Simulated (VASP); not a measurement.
Wanted: the native input for a VASP 6.6.1 run.

```
Task                   : single point
Functional             : PBEsol
Potentials or basis    : VASP PAW PBE potentials, release 64 (Cd, Se)
Cutoff                 : 520 eV
k mesh                 : 6 × 6 × 6
Occupations            : gaussian, width 0.01 eV
Spin                   : no spin polarisation
Dipole correction      : no
Further INCAR settings : ALGO = Normal; EDIFF = 1e-06; NBANDS = 16
```

The structure of CdSe lies in POSCAR:

```
CdSe
1.0
    0.0000000000      3.0413470752      3.0413470752
    3.0413470752      0.0000000000      3.0413470752
    3.0413470752      3.0413470752      0.0000000000
Cd Se
1 1
Direct
    0.0016440084      0.0016440084      0.0016440084
    0.7500000000      0.7500000000      0.7500000000
```

This cell differs from its parent crystal: atom 1 moved by [0.01, 0.01, 0.01] A.

One way to write it, as run:

INCAR

```
  PREC = Accurate
  ENCUT = 520
  EDIFF = 1E-6
  ISMEAR = 0
  SIGMA = 0.01
  LREAL = False
  LASPH = True
  NELM = 60
  ALGO = Normal
  ISIF = 2
  LWAVE = False
  LCHARG = False
  GGA = PS
  NBANDS = 16
```

KPOINTS

```
Automatic mesh
0
Gamma
  6 6 6
```

Potentials or basis: VASP PAW PBE potentials, release 64 (Cd, Se).

The run is started by

```sh
$ cat potpaw_PBE.64/Cd/POTCAR potpaw_PBE.64/Se/POTCAR > POTCAR
$ mpirun -np 1 vasp_std > vasp.out
```

It gave:

```yaml
Pressure: 0.3 GPa
Largest_force: 0.081 eV/Å
Band_gap_on_the_k_mesh: 0.47 eV, direct
```

Caveat: the cell differs from its parent crystal (atom 1 moved by [0.01, 0.01, 0.01] A); the PAW data sets were made with another functional, which shifts forces and pressure a little.

Wall time 19 s on 1 thread of Intel Xeon 6975P-C (shared host), peak memory 0.19 GiB.
